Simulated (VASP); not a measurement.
# Ga (I4/mmm) in VASP: a series of runs

Ga is run at these levels: PBEsol; tasks: single point.

All numbers are computed with VASP 6.6.1; they aren't measurements. Logs are shortened: lines on timing, memory, paths and dates and some standing lists are left out, and cuts for length are marked.

## 1. The cell of the first run

The structure is tetragonal, space group I4/mmm (No. 139). The conventional cell has a = 2.978 Å, b = 2.978 Å, c = 4.327 Å, α = 90.00°, β = 90.00°, γ = 90.00°. Ga (site symmetry 4/mmm) has 12 Ga at 2.98 to 3.02 Å within 3.9 Å.

## 2. Single point, PBEsol (strained)

The input, INCAR:

```
SYSTEM = Ga
ALGO = Normal ; EDIFF = 1E-7
ENCUT = 520 ; GGA = PS
ISIF = 2 ; ISMEAR = 0
LASPH = .True. ; LCHARG = .False.
LREAL = .False. ; LWAVE = .False.
NBANDS = 12 ; NELM = 100
PREC = Accurate ; SIGMA = 0.1
```

The input, KPOINTS:

```
k-points
0
Gamma
  20 20 20
  0 0 0
```

The input, POSCAR:

```
Ga
1.0
   -1.4891666400      1.4891666400      2.1636011400
    1.4891666400     -1.4891666400      2.1636011400
    1.4891666400      1.4891666400     -2.1636011400
Ga
1
Direct
    0.0000000000      0.0000000000      0.0000000000
```

Potentials or basis: VASP PAW PBE potentials, release 64 (Ga_d).

Launch:

```
$ cat potpaw_PBE.64/Ga_d/POTCAR > POTCAR
$ mpirun -np 1 vasp_std > vasp.out
```

OUTCAR:

```text
SYSTEM = Ga
   EDIFF = 1E-7
   ENCUT = 520
   GGA = PS
   ISIF = 2
   ISMEAR = 0
   LASPH = .True.
   LREAL = .False.
   NELM = 100
   PREC = Accurate

 ion  position               nearest neighbor table
   1  0.000  0.000  0.000-

  LATTYP: Found a body centered tetragonal cell.
 ALAT       =     2.9783332800
 C/A-ratio  =     1.4528939085

  Lattice vectors:

 A1 = (  -1.4891666400,   1.4891666400,   2.1636011400)
 A2 = (   1.4891666400,  -1.4891666400,   2.1636011400)
 A3 = (   1.4891666400,   1.4891666400,  -2.1636011400)

Analysis of symmetry for initial positions (statically):
=====================================================================
 Subroutine PRICEL returns:
 Original cell was already a primitive cell.

 Routine SETGRP: Setting up the symmetry group for a
 body centered tetragonal supercell.

 Subroutine GETGRP returns: Found 16 space group operations
 (whereof 16 operations were pure point group operations)
 out of a pool of 16 trial point group operations.

The static configuration has the point symmetry D_4h.

Analysis of symmetry for dynamics (positions and initial velocities):
=====================================================================
 Subroutine PRICEL returns:
 Original cell was already a primitive cell.

 Routine SETGRP: Setting up the symmetry group for a
 body centered tetragonal supercell.

 Subroutine GETGRP returns: Found 16 space group operations
 (whereof 16 operations were pure point group operations)
 out of a pool of 16 trial point group operations.

The dynamic configuration has the point symmetry D_4h.

 Subroutine INISYM returns: Found 16 space group operations
 (whereof 16 operations are pure point group operations),
 and found     1 'primitive' translations

----------------------------------------------------------------------------------------

                                     Primitive cell

  volume of cell :      19.1922

  direct lattice vectors                    reciprocal lattice vectors
    -1.489166640  1.489166640  2.163601140     0.000000000  0.335758260  0.231096199
     1.489166640 -1.489166640  2.163601140     0.335758260  0.000000000  0.231096199
     1.489166640  1.489166640 -2.163601140     0.335758260  0.335758260  0.000000000

  length of vectors
[... 85 lines left out ...]
   NFREE  =      0    steps in history (QN), initial steepest desc. (CG)
   ISIF   =      2    stress and relaxation
   ISYM   =      2    0-nonsym 1-usesym 2-fastsym
   POTIM  = 0.5000    time-step for ionic-motion
   TEBEG  =    0.0;   TEEND  =   0.0 temperature during run
   PSTRESS=    0.0 pullay stress
   NELECT =      13.0000    total number of electrons
   NUPDOWN=      -1.0000    fix difference up-down
   EMIN   =  10.00;   EMAX   =-10.00  energy-range for DOS
   EFERMI =   0.00;   METHOD = LEGACY
   ISMEAR =     0;   SIGMA  =   0.10  broadening in eV -4-tet -1-fermi 0-gaus
   EFERMI_NEDOS =   21; number of points for ismear=-14 and -15
   IALGO  =     38    algorithm
   IMIX   =      4    mixing-type and parameters
     AMIX     =   0.40;   BMIX     =  1.00
     AMIX_MAG =   1.60;   BMIX_MAG =  1.00
  volume/ion in A,a.u.               =      19.19       129.52
  Fermi-wavevector in a.u.,A,eV,Ry     =   1.437743  2.716941 28.124682  2.067106
  Thomas-Fermi vector in A             =   2.556787
   LORBIT       =      0    0 simple, 1 ext, 2 COOP (PROOUT), +10 PAW based schemes
   GGA     = PS    functional components
   LHFCALC =     F    Hartree Fock is set to
   AEXX    =    0.0000 exact exchange contribution
   IVDW    =     0    specifies the selected vdW correction
   LEPSILON=     F    determine dielectric tensor
   LRPA    =     F    only Hartree local field effects (RPA)
 non-spin polarized calculation
 Gauss-broadening in eV      SIGMA  =   0.10
  energy-cutoff  :      520.00
  volume of cell :       19.19
 maximum number of plane-waves:       540
   NGX = 11   NGY = 11   NGZ = 11

 number of electron      13.0000007 magnetization

 Free energy of the ion-electron system (eV)
  ---------------------------------------------------
  ext. energy  EPLUGINS =         0.00000000
  ---------------------------------------------------
  free energy    TOTEN  =        -3.31572351 eV

  energy without entropy =       -3.31372844  energy(sigma->0) =       -3.31472597

 E-fermi :   5.2483     XC(G=0): -11.0668

 val. band max:        5.2328621232   @ k =   0.5000   0.5000   0.2500
 cond. band min:       5.2538826902   @ k =  -0.4000  -0.4500   0.3500
 fundamental gap:      0.0210205670
 Fermi energy:         5.2482604003

 k-point     1 :       0.0000    0.0000    0.0000
  band No.  band energies     occupation
      1      -9.5900      2.00000
      2      -9.5670      2.00000
      3      -9.5670      2.00000
      4      -9.4716      2.00000
      5      -9.4456      2.00000
      6      -5.6761      2.00000
      7      17.2458      0.00000
      8      17.2458      0.00000
      9      17.2922      0.00000
     10      21.0091      0.00000
     11      21.0823      0.00000
     12      21.2266      0.00000
[... 331 lines left out ...]
 k-point    24 :      -0.3500    0.0500    0.0000
  band No.  band energies     occupation
      1      -9.6205      2.00000
      2      -9.5628      2.00000
      3      -9.5447      2.00000
      4      -9.4148      2.00000
      5      -9.3883      2.00000
      6      -2.7494      2.00000
      7       5.8815      0.00000
      8      14.3751      0.00000
      9      15.3667      0.00000
     10      18.7978      0.00000
     11      20.7550      0.00000
     12      21.1199      0.00000

 [... further k-points ...]

------------------------ aborting loop because EDIFF is reached ----------------------------------------

  FORCE on cell =-STRESS in cart. coord.  units (eV):
  Direction    XX          YY          ZZ          XY          YZ          ZX
  --------------------------------------------------------------------------------------
  -------------------------------------------------------------------------------------
  Total       -0.4592425     -0.4592425     -0.4924164      0.0000000     -0.0000000      0.0000000
  in kB      -38.3379511    -38.3379511    -41.1073348      0.0000000     -0.0000000      0.0000000
  external PRESSURE =     -39.2610790 kB  Pullay stress =       0.0000000 kB

 VOLUME and BASIS-vectors are now :
 -----------------------------------------------------------------------------
  energy-cutoff  :      520.00
  volume of cell :       19.19
      direct lattice vectors                 reciprocal lattice vectors
    -1.489166640  1.489166640  2.163601140     0.000000000  0.335758260  0.231096199
     1.489166640 -1.489166640  2.163601140     0.335758260  0.000000000  0.231096199
     1.489166640  1.489166640 -2.163601140     0.335758260  0.335758260  0.000000000

 POSITION                                       TOTAL-FORCE (eV/Angst)
 -----------------------------------------------------------------------------------
      0.00000      0.00000      0.00000         0.000000     -0.000000      0.000000
 -----------------------------------------------------------------------------------
    total drift:                                0.000000      0.000000     -0.000000

  FREE ENERGIE OF THE ION-ELECTRON SYSTEM (eV)
  ---------------------------------------------------
  free  energy   TOTEN  =        -3.3157235062 eV

  energy  without entropy=       -3.3137284401  energy(sigma->0) =       -3.31472597
```

OSZICAR:

```text
N       E                     dE             d eps       ncg     rms          rms(c)
DAV:   1     0.440012360813E+02    0.44001E+02   -0.67044E+03 16572   0.186E+03
DAV:   2    -0.111709734423E+01   -0.45118E+02   -0.43299E+02 16304   0.265E+02
DAV:   3    -0.333670293009E+01   -0.22196E+01   -0.22138E+01 17688   0.463E+01
DAV:   4    -0.335523473380E+01   -0.18532E-01   -0.18529E-01 17852   0.456E+00
DAV:   5    -0.335543150657E+01   -0.19677E-03   -0.19677E-03 18396   0.451E-01    0.889E-01
DAV:   6    -0.332296386242E+01    0.32468E-01   -0.54775E-02 19072   0.471E+00    0.420E-01
DAV:   7    -0.331657134873E+01    0.63925E-02   -0.81997E-03 21280   0.152E+00    0.129E-01
DAV:   8    -0.331572128105E+01    0.85007E-03   -0.71321E-04 19548   0.471E-01    0.702E-03
DAV:   9    -0.331572284451E+01   -0.15635E-05   -0.58564E-06 20328   0.399E-02    0.334E-03
DAV:  10    -0.331572355481E+01   -0.71031E-06   -0.26081E-07 17832   0.705E-03    0.228E-04
DAV:  11    -0.331572350621E+01    0.48602E-07   -0.38634E-09 12092   0.927E-04
   1 F= -.33157235E+01 E0= -.33147260E+01  d E =-.199507E-02
```

stdout:

```text
POSCAR found type information on POSCAR Ga
 POSCAR found :  1 types and       1 ions
 scaLAPACK will be used
 -----------------------------------------------------------------------------
|                                                                             |
|                                                                             |
|     You enforced a specific xc type in the INCAR file but a different       |
|     I HOPE YOU KNOW WHAT YOU ARE DOING!                                     |
|                                                                             |
 -----------------------------------------------------------------------------

 LDA part: xc-table for (Slater+PW92), standard interpolation
 POSCAR, INCAR and KPOINTS ok, starting setup
 FFT: planning ... GRIDC
 FFT: planning ... GRID_SOFT
 FFT: planning ... GRID
 WAVECAR not read
 entering main loop
```

Run time: 31 s. Hardware: 1 thread of Intel Xeon 6975P-C (Granite Rapids), shared host; peak memory 0.25 GiB.

Results:

```yaml
Free_energy: -3.3157 eV
Pressure: -3.9 GPa
```

Stress tensor (GPa, compression positive):
```
-3.83  0.00  0.00
 0.00 -3.83  0.00
 0.00  0.00 -4.11
```

Levels at points of the mesh, in eV from the Fermi level:
```csv
k point,band 2,band 3,band 4,band 5,band 6,band 7,band 8,band 9,band 10,band 11
"(0.00, 0.00, 0.00)",-14.82,-14.82,-14.72,-14.69,-10.92,12.00,12.00,12.04,15.76,15.83
"(0.50, 0.00, 0.00)",-14.83,-14.81,-14.61,-14.60,-4.94,-3.89,9.38,9.99,13.91,14.56
"(0.50, 0.50, 0.00)",-14.93,-14.61,-14.59,-14.57,-2.38,-2.20,4.63,4.83,8.20,8.23
"(0.50, 0.50, 0.50)",-14.93,-14.61,-14.58,-14.58,-2.74,-2.70,5.16,5.16,8.58,8.73
```

Caveat: the cell differs from its parent crystal (strained); the PAW data sets were made with another functional, which shifts forces and pressure a little.

## 3. Single point, PBEsol (strained)

The input, INCAR:

```
SYSTEM = Ga
PREC = Accurate ; ENCUT = 520
EDIFF = 1E-7 ; ISMEAR = 0
SIGMA = 0.1 ; LREAL = .FALSE.
LASPH = .TRUE. ; NELM = 100
ALGO = Normal ; ISIF = 2
LWAVE = .FALSE. ; LCHARG = .FALSE.
GGA = PS ; NBANDS = 12
```

The input, KPOINTS:

```
regular mesh
0
G
  20 20 20
  0 0 0
```

The input, POSCAR:

```
Ga
1.0
   -1.4989946400      1.4989946400      2.1792041400
    1.4989946400     -1.4989946400      2.1792041400
    1.4989946400      1.4989946400     -2.1792041400
Ga
1
Direct
    0.0000000000      0.0000000000      0.0000000000
```

Potentials or basis: VASP PAW PBE potentials, release 64 (Ga_d).

Launch:

```
$ cat potpaw_PBE.64/Ga_d/POTCAR > POTCAR
$ mpirun -np 1 vasp_std > vasp.out
```

OUTCAR:

```text
SYSTEM = Ga
   PREC = Accurate
   ENCUT = 520
   EDIFF = 1E-7
   ISMEAR = 0
   LREAL = .FALSE.
   LASPH = .TRUE.
   NELM = 100
   ISIF = 2
   GGA = PS

 ion  position               nearest neighbor table
   1  0.000  0.000  0.000-

  LATTYP: Found a body centered tetragonal cell.
 ALAT       =     2.9979892800
 C/A-ratio  =     1.4537771396

  Lattice vectors:

 A1 = (  -1.4989946400,   1.4989946400,   2.1792041400)
 A2 = (   1.4989946400,  -1.4989946400,   2.1792041400)
 A3 = (   1.4989946400,   1.4989946400,  -2.1792041400)

Analysis of symmetry for initial positions (statically):
=====================================================================
 Subroutine PRICEL returns:
 Original cell was already a primitive cell.

 Routine SETGRP: Setting up the symmetry group for a
 body centered tetragonal supercell.

 Subroutine GETGRP returns: Found 16 space group operations
 (whereof 16 operations were pure point group operations)
 out of a pool of 16 trial point group operations.

The static configuration has the point symmetry D_4h.

Analysis of symmetry for dynamics (positions and initial velocities):
=====================================================================
 Subroutine PRICEL returns:
 Original cell was already a primitive cell.

 Routine SETGRP: Setting up the symmetry group for a
 body centered tetragonal supercell.

 Subroutine GETGRP returns: Found 16 space group operations
 (whereof 16 operations were pure point group operations)
 out of a pool of 16 trial point group operations.

The dynamic configuration has the point symmetry D_4h.

 Subroutine INISYM returns: Found 16 space group operations
 (whereof 16 operations are pure point group operations),
 and found     1 'primitive' translations

----------------------------------------------------------------------------------------

                                     Primitive cell

  volume of cell :      19.5866

  direct lattice vectors                    reciprocal lattice vectors
[... 114 lines left out ...]
   LEPSILON=     F    determine dielectric tensor
   LRPA    =     F    only Hartree local field effects (RPA)
 non-spin polarized calculation
 Gauss-broadening in eV      SIGMA  =   0.10
  energy-cutoff  :      520.00
  volume of cell :       19.59
 maximum number of plane-waves:       544
   NGX = 11   NGY = 11   NGZ = 11

 number of electron      13.0000002 magnetization

 Free energy of the ion-electron system (eV)
  ---------------------------------------------------
  ext. energy  EPLUGINS =         0.00000000
  ---------------------------------------------------
  free energy    TOTEN  =        -3.30511683 eV

  energy without entropy =       -3.30315557  energy(sigma->0) =       -3.30413620

 E-fermi :   5.0623     XC(G=0): -10.9662

 val. band max:        5.0430825707   @ k =  -0.3500  -0.3500   0.0500
 cond. band min:       5.0691546208   @ k =   0.5000   0.1500   0.1000
 fundamental gap:      0.0260720500
 Fermi energy:         5.0622642380

 k-point     1 :       0.0000    0.0000    0.0000
  band No.  band energies     occupation
      1      -9.7572      2.00000
      2      -9.7347      2.00000
      3      -9.7347      2.00000
      4      -9.6448      2.00000
      5      -9.6196      2.00000
      6      -5.7076      2.00000
      7      16.8426      0.00000
      8      16.8426      0.00000
      9      16.8870      0.00000
     10      20.7132      0.00000
     11      20.7183      0.00000
     12      20.8669      0.00000
[... 331 lines left out ...]
 k-point    24 :      -0.3500    0.0500    0.0000
  band No.  band energies     occupation
      1      -9.7839      2.00000
      2      -9.7311      2.00000
      3      -9.7135      2.00000
      4      -9.5902      2.00000
      5      -9.5651      2.00000
      6      -2.8285      2.00000
      7       5.6854      0.00000
      8      14.0382      0.00000
      9      15.0066      0.00000
     10      18.4790      0.00000
     11      20.3567      0.00000
     12      20.7546      0.00000

 [... further k-points ...]

------------------------ aborting loop because EDIFF is reached ----------------------------------------

  FORCE on cell =-STRESS in cart. coord.  units (eV):
  Direction    XX          YY          ZZ          XY          YZ          ZX
  --------------------------------------------------------------------------------------
  -------------------------------------------------------------------------------------
  Total       -0.5683679     -0.5683679     -0.5866970      0.0000000     -0.0000000      0.0000000
  in kB      -46.4924074    -46.4924074    -47.9917283      0.0000000     -0.0000000      0.0000000
  external PRESSURE =     -46.9921810 kB  Pullay stress =       0.0000000 kB

 VOLUME and BASIS-vectors are now :
 -----------------------------------------------------------------------------
  energy-cutoff  :      520.00
  volume of cell :       19.59
      direct lattice vectors                 reciprocal lattice vectors
    -1.498994640  1.498994640  2.179204140     0.000000000  0.333556897  0.229441561
     1.498994640 -1.498994640  2.179204140     0.333556897  0.000000000  0.229441561
     1.498994640  1.498994640 -2.179204140     0.333556897  0.333556897  0.000000000

 POSITION                                       TOTAL-FORCE (eV/Angst)
 -----------------------------------------------------------------------------------
      0.00000      0.00000      0.00000         0.000000      0.000000      0.000000
 -----------------------------------------------------------------------------------
    total drift:                                0.000000      0.000000      0.000000

  FREE ENERGIE OF THE ION-ELECTRON SYSTEM (eV)
  ---------------------------------------------------
  free  energy   TOTEN  =        -3.3051168306 eV

  energy  without entropy=       -3.3031555693  energy(sigma->0) =       -3.30413620
```

OSZICAR:

```text
N       E                     dE             d eps       ncg     rms          rms(c)
DAV:   1     0.437844689796E+02    0.43784E+02   -0.66443E+03 16500   0.185E+03
DAV:   2    -0.109838429200E+01   -0.44883E+02   -0.43255E+02 16276   0.265E+02
DAV:   3    -0.332414307232E+01   -0.22258E+01   -0.22202E+01 17740   0.461E+01
DAV:   4    -0.334315408823E+01   -0.19011E-01   -0.19009E-01 17792   0.462E+00
DAV:   5    -0.334336139029E+01   -0.20730E-03   -0.20730E-03 18428   0.462E-01    0.866E-01
DAV:   6    -0.331206549394E+01    0.31296E-01   -0.53036E-02 19152   0.458E+00    0.411E-01
DAV:   7    -0.330592594512E+01    0.61395E-02   -0.80288E-03 21540   0.148E+00    0.127E-01
DAV:   8    -0.330511447155E+01    0.81147E-03   -0.69547E-04 19624   0.464E-01    0.706E-03
DAV:   9    -0.330511615525E+01   -0.16837E-05   -0.57545E-06 20472   0.391E-02    0.333E-03
DAV:  10    -0.330511688001E+01   -0.72476E-06   -0.25810E-07 17848   0.684E-03    0.231E-04
DAV:  11    -0.330511683062E+01    0.49392E-07   -0.36885E-09 12092   0.885E-04
   1 F= -.33051168E+01 E0= -.33041362E+01  d E =-.196126E-02
```

Run time: 31 s. Hardware: 1 thread of Intel Xeon 6975P-C (Granite Rapids), shared host; peak memory 0.26 GiB.

Results:

- Free energy: -3.3051 eV
- Pressure: -4.7 GPa

Levels at points of the mesh, in eV from the Fermi level:
| k point | band 3 | band 4 | band 5 | band 6 | band 7 | band 8 | band 9 | band 10 |
| --- | --- | --- | --- | --- | --- | --- | --- | --- |
| (0.00, 0.00, 0.00) | -14.80 | -14.71 | -14.68 | -10.77 | 11.78 | 11.78 | 11.82 | 15.65 |
| (0.50, 0.00, 0.00) | -14.79 | -14.60 | -14.59 | -4.92 | -3.80 | 9.21 | 9.82 | 13.74 |
| (0.50, 0.50, 0.00) | -14.61 | -14.58 | -14.56 | -2.31 | -2.24 | 4.57 | 4.77 | 8.08 |
| (0.50, 0.50, 0.50) | -14.60 | -14.58 | -14.58 | -2.77 | -2.63 | 5.11 | 5.11 | 8.52 |

Caveat: the cell differs from its parent crystal (strained); the PAW data sets were made with another functional, which shifts forces and pressure a little.
